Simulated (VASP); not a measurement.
A run of VASP 6.6.1 is set up as follows.

INCAR

```
SYSTEM = V
ALGO = Fast
EDIFF = 1E-7
ENCUT = 520
GGA = PE
ISIF = 2
ISMEAR = -1
ISPIN = 2
LASPH = .TRUE.
LCHARG = .FALSE.
LMAXMIX = 4
LORBIT = 11
LREAL = .FALSE.
LWAVE = .FALSE.
MAGMOM = 2
NBANDS = 16
NELM = 150
PREC = Accurate
SIGMA = 0.05
```

The input KPOINTS:

```
k-points
0
G
  12 12 12
  0 0 0
```

Contents of POSCAR:

```
V
1.0
    0.0000000000      1.8822814960      1.8822814960
    1.8822814960      0.0000000000      1.8822814960
    1.8822814960      1.8822814960      0.0000000000
V
1
Direct
    0.0000000000      0.0000000000      0.0000000000
```

Potentials or basis: VASP PAW PBE potentials, release 64 (V_sv).

The run is started by

```sh
$ cat potpaw_PBE.64/V_sv/POTCAR > POTCAR
$ mpirun -np 1 vasp_std > vasp.out
```

Problem. Estimate the net moment.

Solution. 0.00 μB per cell.

Problem. Estimate the pressure.

Solution. 8.1 GPa.
